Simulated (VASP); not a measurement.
# B2P3 (P6/mmm) in VASP: a series of runs

B2P3 is run at these levels: PBE; tasks: single point, relaxation of cell and atoms.

Program: VASP 6.6.1. These are calculated values, not measurements. Logs are shortened: lines on timing, memory, paths and dates and some standing lists are left out, and cuts for length are marked.

### 1 The cell of the first run

It takes space group P6/mmm (No. 191, hexagonal). The conventional cell has a = 5.105 Å, b = 5.105 Å, c = 3.072 Å, α = 90.00°, β = 90.00°, γ = 120.00°. Within 2.0 Å of B (site symmetry 6/mmm) lie 2 B at 1.54 Å. Within 2.0 Å of B (site symmetry 6/mmm) lie 2 B at 1.54 Å. Within 3.4 Å of P (site symmetry mmm) lie 6 P at 2.55 to 3.07 Å and 6 B at 2.55 to 2.98 Å.

The cell was built from a structure type or drawn by symmetry, and may not be a known phase.

### 2 Single point, PBE

Input file INCAR:

```
SYSTEM = B2P3
PREC = Accurate
ENCUT = 520
EDIFF = 1E-7
ISMEAR = 0
SIGMA = 0.1
LREAL = .False.
LASPH = .True.
NELM = 80
ALGO = Normal
ISIF = 2
LWAVE = .False.
LCHARG = .False.
GGA = PE
NBANDS = 18
```

Input file KPOINTS:

```
Automatic mesh
0
Gamma
  6 6 4
  0 0 0
```

Input file POSCAR:

```
B2P3
1.0
    5.1048867760      0.0000000000      0.0000000000
   -2.5524433880      4.4209616314      0.0000000000
    0.0000000000      0.0000000000      3.0717174880
B P
2 3
Direct
    0.0000000000      0.0000000000      0.5000000000
    0.0000000000      0.0000000000      0.0000000000
    0.5000000000      0.0000000000      0.5000000000
    0.0000000000      0.5000000000      0.5000000000
    0.5000000000      0.5000000000      0.5000000000
```

Potentials or basis: VASP PAW PBE potentials, release 64 (B, P).

Run with:

```
cat potpaw_PBE.64/B/POTCAR potpaw_PBE.64/P/POTCAR > POTCAR
mpirun -np 1 vasp_std > vasp.out
```

OUTCAR:

```text
SYSTEM = B2P3
   PREC = Accurate
   ENCUT = 520
   EDIFF = 1E-7
   ISMEAR = 0
   LREAL = .False.
   LASPH = .True.
   NELM = 80
   ISIF = 2
   GGA = PE

 ion  position               nearest neighbor table
   1  0.000  0.000  0.500-   2 1.54   2 1.54   5 2.55   4 2.55   4 2.55   5 2.55   3 2.55   3 2.55

   2  0.000  0.000  0.000-   1 1.54   1 1.54
   3  0.500  0.000  0.500-   4 2.55   5 2.55   5 2.55   4 2.55   1 2.55   1 2.55
   4  0.000  0.500  0.500-   1 2.55   3 2.55   1 2.55   3 2.55   5 2.55   5 2.55
   5  0.500  0.500  0.500-   1 2.55   3 2.55   3 2.55   1 2.55   4 2.55   4 2.55

  LATTYP: Found a hexagonal cell.
 ALAT       =     5.1048867760
 C/A-ratio  =     0.6017209828

  Lattice vectors:

 A1 = (   5.1048867760,   0.0000000000,   0.0000000000)
 A2 = (  -2.5524433880,   4.4209616314,   0.0000000000)
 A3 = (   0.0000000000,   0.0000000000,   3.0717174880)

Analysis of symmetry for initial positions (statically):
=====================================================================
 Subroutine PRICEL returns:
 Original cell was already a primitive cell.

 Routine SETGRP: Setting up the symmetry group for a
 hexagonal supercell.

 Subroutine GETGRP returns: Found 24 space group operations
 (whereof 24 operations were pure point group operations)
 out of a pool of 24 trial point group operations.

The static configuration has the point symmetry D_6h.

Analysis of symmetry for dynamics (positions and initial velocities):
=====================================================================
 Subroutine PRICEL returns:
 Original cell was already a primitive cell.

 Routine SETGRP: Setting up the symmetry group for a
 hexagonal supercell.

 Subroutine GETGRP returns: Found 24 space group operations
 (whereof 24 operations were pure point group operations)
 out of a pool of 24 trial point group operations.

The dynamic configuration has the point symmetry D_6h.

 Subroutine INISYM returns: Found 24 space group operations
 (whereof 24 operations are pure point group operations),
 and found     1 'primitive' translations

----------------------------------------------------------------------------------------

                                     Primitive cell

  volume of cell :      69.3241

  direct lattice vectors                    reciprocal lattice vectors
     5.104886776  0.000000000  0.000000000     0.195890731  0.113097566  0.000000000
    -2.552443388  4.420961631  0.000000000     0.000000000  0.226195132  0.000000000
     0.000000000  0.000000000  3.071717488     0.000000000  0.000000000  0.325550772

  length of vectors
     5.104886776  5.104886776  3.071717488     0.226195132  0.226195132  0.325550772

  position of ions in fractional coordinates (direct lattice)
     0.000000000  0.000000000  0.500000000
     0.000000000  0.000000000  0.000000000
     0.500000000  0.000000000  0.500000000
     1.000000000  0.500000000  0.500000000
     0.500000000  0.500000000  0.500000000

  ion indices of the primitive-cell ions
   primitive index   ion index
                 1           1
                 2           2
                 3           3
                 4           4
                 5           5

----------------------------------------------------------------------------------------

 KPOINTS: Automatic mesh

Automatic generation of k-mesh.
 Grid dimensions read from file:
 generate k-points for:    6    6    4

 Generating k-lattice:

  Cartesian coordinates                     Fractional coordinates (reciprocal lattice)
     0.032648455  0.018849594  0.000000000     0.166666667 -0.000000000  0.000000000
     0.000000000  0.037699189  0.000000000     0.000000000  0.166666667  0.000000000
     0.000000000  0.000000000  0.081387693     0.000000000  0.000000000  0.250000000

  Length of vectors
     0.037699189  0.037699189  0.081387693

  Shift w.r.t. Gamma in fractional coordinates (k-lattice)
     0.000000000  0.000000000  0.000000000

 Subroutine IBZKPT returns following result:
 ===========================================

 Found     21 irreducible k-points:

 Following reciprocal coordinates:
            Coordinates               Weight
  0.000000  0.000000  0.000000      1.000000
  0.166667 -0.000000  0.000000      6.000000
  0.333333 -0.000000  0.000000      6.000000
  0.500000 -0.000000  0.000000      3.000000
  0.166667  0.166667  0.000000      6.000000
  0.333333  0.166667  0.000000     12.000000
[... 13 lines left out ...]
  0.333333  0.166667  0.500000     12.000000
  0.333333  0.333333  0.500000      2.000000
   k-points           NKPTS =     21   k-points in BZ     NKDIM =     21   number of bands    NBANDS=     18
   number of dos      NEDOS =    301   number of ions     NIONS =      5
   total plane-waves  NPLWV =  38400
   dimension x,y,z NGX =    40 NGY =   40 NGZ =   24
   dimension x,y,z NGXF=    80 NGYF=   80 NGZF=   48
   ions per type =               2   3
   NGX,Y,Z   is equivalent  to a cutoff of  13.03, 13.03, 12.99 a.u.
   NGXF,Y,Z  is equivalent  to a cutoff of  26.05, 26.05, 25.98 a.u.
 SYSTEM =  B2P3
   PREC   = accura    normal or accurate (medium, high low for compatibility)
   ISTART =      0    job   : 0-new  1-cont  2-samecut
   ICHARG =      2    charge: 1-file 2-atom 10-const
   ISPIN  =      1    spin polarized calculation?
   LNONCOLLINEAR =      F non collinear calculations
   LSORBIT =      F    spin-orbit coupling
   LASPH  =      T    aspherical Exc in radial PAW
   ENCUT  =  520.0 eV  38.22 Ry    6.18 a.u.   9.49  9.49  5.71*2*pi/ulx,y,z
   NELM   =     80;   NELMIN=  2; NELMDL= -5     # of ELM steps
   EDIFF  = 0.1E-06   stopping-criterion for ELM
   LREAL  =      F    real-space projection
   EDIFFG = 0.1E-05   stopping-criterion for IOM
   NSW    =      0    number of steps for IOM
   IBRION =     -1    ionic relax: 0-MD 1-quasi-New 2-CG
   NFREE  =      0    steps in history (QN), initial steepest desc. (CG)
   ISIF   =      2    stress and relaxation
   ISYM   =      2    0-nonsym 1-usesym 2-fastsym
   POTIM  = 0.5000    time-step for ionic-motion
   TEBEG  =    0.0;   TEEND  =   0.0 temperature during run
   PSTRESS=    0.0 pullay stress
   NELECT =      21.0000    total number of electrons
   NUPDOWN=      -1.0000    fix difference up-down
   EMIN   =  10.00;   EMAX   =-10.00  energy-range for DOS
   EFERMI =   0.00;   METHOD = LEGACY
   ISMEAR =     0;   SIGMA  =   0.10  broadening in eV -4-tet -1-fermi 0-gaus
   EFERMI_NEDOS =   21; number of points for ismear=-14 and -15
   IALGO  =     38    algorithm
   IMIX   =      4    mixing-type and parameters
     AMIX     =   0.40;   BMIX     =  1.00
     AMIX_MAG =   1.60;   BMIX_MAG =  1.00
  volume/ion in A,a.u.               =      13.86        93.56
  Fermi-wavevector in a.u.,A,eV,Ry     =   1.099478  2.077712 16.447429  1.208852
  Thomas-Fermi vector in A             =   2.235873
   LORBIT       =      0    0 simple, 1 ext, 2 COOP (PROOUT), +10 PAW based schemes
   GGA     = PE    functional components
   LHFCALC =     F    Hartree Fock is set to
   AEXX    =    0.0000 exact exchange contribution
   IVDW    =     0    specifies the selected vdW correction
   LEPSILON=     F    determine dielectric tensor
   LRPA    =     F    only Hartree local field effects (RPA)
 non-spin polarized calculation
 Gauss-broadening in eV      SIGMA  =   0.10
  energy-cutoff  :      520.00
  volume of cell :       69.32
 maximum number of plane-waves:      1882
 NGX is ok and might be reduce to    40
   NGX = 19   NGY = 19   NGZ = 11

 number of electron      20.9999999 magnetization

 Free energy of the ion-electron system (eV)
  ---------------------------------------------------
  ext. energy  EPLUGINS =         0.00000000
  ---------------------------------------------------
  free energy    TOTEN  =       -24.76303173 eV

  energy without entropy =      -24.75868899  energy(sigma->0) =      -24.76086036

 E-fermi :   6.7804     XC(G=0): -10.6774

 val. band max:        6.6719404368   @ k =   0.3333  -0.0000   0.2500
 cond. band min:       6.8807572438   @ k =   0.3333   0.3333   0.2500
 fundamental gap:      0.2088168070
 Fermi energy:         6.7803517577

 k-point     1 :       0.0000    0.0000    0.0000
  band No.  band energies     occupation
      1      -8.1075      2.00000
      2      -2.0606      2.00000
      3      -2.0606      2.00000
      4      -1.8579      2.00000
      5      -0.4886      2.00000
      6      -0.2093      2.00000
[... 10 lines left out ...]
     17      13.6323      0.00000
     18      13.7967      0.00000

 k-point     2 :       0.1667   -0.0000    0.0000
  band No.  band energies     occupation
      1      -7.9161      2.00000
      2      -3.3953      2.00000
      3      -2.4348      2.00000
      4      -2.2865      2.00000
      5       0.3362      2.00000
      6       0.5227      2.00000
[... 10 lines left out ...]
     17      13.1557      0.00000
     18      14.3076      0.00000

 k-point     3 :       0.3333   -0.0000    0.0000
  band No.  band energies     occupation
      1      -7.3478      2.00000
      2      -5.0236      2.00000
      3      -2.8900      2.00000
      4      -2.7342      2.00000
      5       1.7874      2.00000
      6       2.0065      2.00000
[... 10 lines left out ...]
     17      12.6291      0.00000
     18      13.3789      0.00000

 k-point     4 :       0.5000   -0.0000    0.0000
  band No.  band energies     occupation
      1      -6.5932      2.00000
      2      -6.1428      2.00000
      3      -3.0580      2.00000
      4      -2.8958      2.00000
      5       2.5181      2.00000
      6       3.1433      2.00000
[... 312 lines left out ...]
      4      -1.6544      2.00000
      5       0.1931      2.00000
      6       1.7680      2.00000
[... 10 lines left out ...]
     17      11.3778      0.00000
     18      12.4664      0.00000

 k-point    20 :       0.3333    0.1667    0.5000
  band No.  band energies     occupation
      1      -5.2438      2.00000
      2      -4.0063      2.00000
      3      -2.6648      2.00000
      4      -1.3799      2.00000
      5       0.2972      2.00000
      6       1.3439      2.00000
[... 10 lines left out ...]
     17      11.3033      0.00000
     18      12.3400      0.00000

 k-point    21 :       0.3333    0.3333    0.5000
  band No.  band energies     occupation
      1      -4.5124      2.00000
      2      -4.5124      2.00000
      3      -3.4298      2.00000
      4      -1.2778      2.00000
      5       1.1929      2.00000
      6       1.6814      2.00000
[... 10 lines left out ...]
     17      10.2500      0.00000
     18      10.2500      0.00000

------------------------ aborting loop because EDIFF is reached ----------------------------------------

  FORCE on cell =-STRESS in cart. coord.  units (eV):
  Direction    XX          YY          ZZ          XY          YZ          ZX
  --------------------------------------------------------------------------------------
  -------------------------------------------------------------------------------------
  Total       -0.0038662     -0.0038662     -0.0151222      0.0000000     -0.0000000      0.0000000
  in kB       -0.0893526     -0.0893526     -0.3494962      0.0000000     -0.0000000      0.0000000
  external PRESSURE =      -0.1760672 kB  Pullay stress =       0.0000000 kB

 VOLUME and BASIS-vectors are now :
 -----------------------------------------------------------------------------
  energy-cutoff  :      520.00
  volume of cell :       69.32
      direct lattice vectors                 reciprocal lattice vectors
     5.104886776  0.000000000  0.000000000     0.195890731  0.113097566  0.000000000
    -2.552443388  4.420961631  0.000000000     0.000000000  0.226195132  0.000000000
     0.000000000  0.000000000  3.071717488     0.000000000  0.000000000  0.325550772

 POSITION                                       TOTAL-FORCE (eV/Angst)
 -----------------------------------------------------------------------------------
      0.00000      0.00000      1.53586        -0.000000      0.000000      0.000000
      0.00000      0.00000      0.00000        -0.000000      0.000000      0.000000
      2.55244      0.00000      1.53586        -0.000000      0.000000      0.000000
     -1.27622      2.21048      1.53586        -0.000000      0.000000      0.000000
      1.27622      2.21048      1.53586         0.000000      0.000000      0.000000
 -----------------------------------------------------------------------------------
    total drift:                               -0.000000      0.000000     -0.000000

  FREE ENERGIE OF THE ION-ELECTRON SYSTEM (eV)
  ---------------------------------------------------
  free  energy   TOTEN  =       -24.7630317270 eV

  energy  without entropy=      -24.7586889867  energy(sigma->0) =      -24.76086036
```

Run time: 36 s. Hardware: 1 thread of Intel Xeon Platinum 8259CL at 2.50GHz (Skylake/Cascade Lake), shared host; peak memory 0.18 GiB.

Results:

* Free energy: -24.7630 eV
* Pressure: 0.0 GPa
* Band gap on the k mesh: zero (an odd number of electrons rules out a gap without spin polarisation)

Levels at points of the mesh, in eV from the Fermi level:
| k point | band 8 | band 9 | band 10 | band 11 | band 12 | band 13 |
| --- | --- | --- | --- | --- | --- | --- |
| (0.00, 0.00, 0.00) | -4.38 | 0.54 | 2.35 | 2.35 | 3.53 | 3.53 |
| (0.50, 0.00, 0.00) | -2.48 | -1.63 | -0.11 | 0.25 | 0.79 | 2.05 |
| (0.00, 0.00, 0.50) | -5.16 | -4.29 | -1.88 | -1.88 | -0.42 | -0.42 |
| (0.50, 0.00, 0.50) | -2.87 | -2.50 | -1.43 | -0.54 | -0.52 | 1.44 |

Caveat: the k points lie up to 0.51 Å⁻¹ apart, too coarse for converged energies and pressures of a metal.

### 3 Single point, PBE

This run uses another cell than the first one, of 18.07 Å³/atom.

Input file INCAR:

```
SYSTEM = B2P3
PREC = Accurate
ENCUT = 520
EDIFF = 1E-6
ISMEAR = 0
SIGMA = 0.1
LREAL = .FALSE.
LASPH = .TRUE.
NELM = 80
ALGO = Normal
ISIF = 2
LWAVE = .FALSE.
LCHARG = .FALSE.
GGA = PE
NBANDS = 18
```

Input file KPOINTS:

```
regular mesh
0
G
  6 6 4
  0 0 0
```

POSCAR: that of step 2 with these lines changed.

```diff
@@ -2,5 +2,5 @@
 1.0
-    5.1048867760      0.0000000000      0.0000000000
-   -2.5524433880      4.4209616314      0.0000000000
-    0.0000000000      0.0000000000      3.0717174880
+    4.2578214200      0.0000000000      0.0000000000
+   -2.1289107100      3.6873815200      0.0000000000
+    0.0000000000      0.0000000000      5.7548667900
 B P
```

Potentials or basis: VASP PAW PBE potentials, release 64 (B, P).

Run with:

```
cat potpaw_PBE.64/B/POTCAR potpaw_PBE.64/P/POTCAR > POTCAR
mpirun -np 1 vasp_std > vasp.out
```

OUTCAR:

```text
SYSTEM = B2P3
   PREC = Accurate
   ENCUT = 520
   EDIFF = 1E-6
   ISMEAR = 0
   LREAL = .FALSE.
   LASPH = .TRUE.
   NELM = 80
   ISIF = 2
   GGA = PE

 ion  position               nearest neighbor table
   1  0.000  0.000  0.500-   3 2.13   3 2.13   5 2.13   4 2.13   4 2.13   5 2.13
   2  0.000  0.000  0.000-
   3  0.500  0.000  0.500-   1 2.13   1 2.13   5 2.13   5 2.13   4 2.13   4 2.13
   4  0.000  0.500  0.500-   5 2.13   5 2.13   1 2.13   1 2.13   3 2.13   3 2.13
   5  0.500  0.500  0.500-   4 2.13   4 2.13   1 2.13   3 2.13   3 2.13   1 2.13
[... 641 lines left out ...]
  -------------------------------------------------------------------------------------
  Total       14.3460219     14.3460220     -4.9280415      0.0000000     -0.0000000      0.0000000
  in kB      254.3907291    254.3907298    -87.3864604      0.0000000     -0.0000000      0.0000000
  external PRESSURE =     140.4649995 kB  Pullay stress =       0.0000000 kB

 VOLUME and BASIS-vectors are now :
 -----------------------------------------------------------------------------
  energy-cutoff  :      520.00
  volume of cell :       90.35
      direct lattice vectors                 reciprocal lattice vectors
     4.257821420  0.000000000  0.000000000     0.234861893  0.135597577  0.000000000
    -2.128910710  3.687381520  0.000000000     0.000000000  0.271195154  0.000000000
     0.000000000  0.000000000  5.754866790     0.000000000  0.000000000  0.173765968

 POSITION                                       TOTAL-FORCE (eV/Angst)
 -----------------------------------------------------------------------------------
      0.00000      0.00000      2.87743        -0.000000      0.000000      0.000000
      0.00000      0.00000      0.00000        -0.000000      0.000000      0.000000
      2.12891      0.00000      2.87743        -0.000000      0.000000      0.000000
     -1.06446      1.84369      2.87743         0.000000      0.000000      0.000000
      1.06446      1.84369      2.87743        -0.000000      0.000000      0.000000
 -----------------------------------------------------------------------------------
    total drift:                                0.000000      0.000000     -0.000000

  FREE ENERGIE OF THE ION-ELECTRON SYSTEM (eV)
  ---------------------------------------------------
  free  energy   TOTEN  =       -18.0245418900 eV

  energy  without entropy=      -17.9983943777  energy(sigma->0) =      -18.01146813
```

OSZICAR:

```text
N       E                     dE             d eps       ncg     rms          rms(c)
DAV:   1     0.752943414096E+02    0.75294E+02   -0.86324E+03   756   0.963E+02
DAV:   2    -0.147375919890E+02   -0.90032E+02   -0.86396E+02  1040   0.168E+02
DAV:   3    -0.197343523123E+02   -0.49968E+01   -0.49175E+01   942   0.400E+01
DAV:   4    -0.198224731669E+02   -0.88121E-01   -0.87889E-01  1074   0.576E+00
DAV:   5    -0.198243625373E+02   -0.18894E-02   -0.18887E-02  1048   0.820E-01    0.171E+01
DAV:   6    -0.181680131048E+02    0.16563E+01   -0.79841E+00   976   0.776E+00    0.887E+00
DAV:   7    -0.181240237780E+02    0.43989E-01   -0.25077E+00   910   0.389E+00    0.569E+00
DAV:   8    -0.180932670357E+02    0.30757E-01   -0.21029E+00   964   0.306E+00    0.111E+00
DAV:   9    -0.180275713399E+02    0.65696E-01   -0.35988E-01   944   0.151E+00    0.332E-01
DAV:  10    -0.180264059681E+02    0.11654E-02   -0.78675E-03   906   0.416E-01    0.264E-01
DAV:  11    -0.180245702037E+02    0.18358E-02   -0.55957E-03   906   0.332E-01    0.205E-01
DAV:  12    -0.180245517992E+02    0.18404E-04   -0.31690E-04   900   0.103E-01    0.220E-02
DAV:  13    -0.180245420661E+02    0.97331E-05   -0.72779E-05  1056   0.265E-02    0.183E-02
DAV:  14    -0.180245432732E+02   -0.12071E-05   -0.23182E-05   948   0.154E-02    0.786E-03
DAV:  15    -0.180245424053E+02    0.86787E-06   -0.14583E-05   896   0.106E-02    0.477E-03
DAV:  16    -0.180245418900E+02    0.51532E-06   -0.91113E-07   516   0.420E-03
   1 F= -.18024542E+02 E0= -.18011468E+02  d E =-.261475E-01
```

stdout:

```text
POSCAR found type information on POSCAR B P
 POSCAR found :  2 types and       5 ions
 scaLAPACK will be used
 LDA part: xc-table for (Slater+PW92), standard interpolation
 POSCAR, INCAR and KPOINTS ok, starting setup
 FFT: planning ... GRIDC
 FFT: planning ... GRID_SOFT
 FFT: planning ... GRID
 WAVECAR not read
 entering main loop
```

Run time: 46 s. Hardware: 1 thread of Intel Xeon Platinum 8259CL at 2.50GHz (Skylake/Cascade Lake), shared host; peak memory 0.21 GiB.

Results:

- Free energy: -18.0245 eV
- Pressure: 14.0 GPa
- Band gap on the k mesh: zero (an odd number of electrons rules out a gap without spin polarisation)

Levels at points of the mesh, in eV from the Fermi level:
| k point | band 7 | band 8 | band 9 | band 10 | band 11 | band 12 | band 13 | band 14 |
| --- | --- | --- | --- | --- | --- | --- | --- | --- |
| (0.00, 0.00, 0.00) | -7.07 | -6.06 | -4.66 | 0.59 | 1.45 | 1.45 | 1.59 | 1.59 |
| (0.50, 0.00, 0.00) | -4.42 | -2.10 | -1.36 | -0.52 | -0.16 | 0.18 | 0.47 | 0.76 |
| (0.00, 0.00, 0.50) | -7.30 | -5.14 | -4.26 | 0.10 | 1.16 | 1.16 | 1.49 | 1.49 |
| (0.50, 0.00, 0.50) | -2.82 | -2.07 | -1.36 | -0.32 | 0.20 | 0.27 | 0.51 | 0.97 |

Caveat: the cell stands under pressure; this functional lacks dispersion, which binds the layers, so the pressure and a relaxed spacing across them are unreliable.

(Part 1 of 2 ends here.)
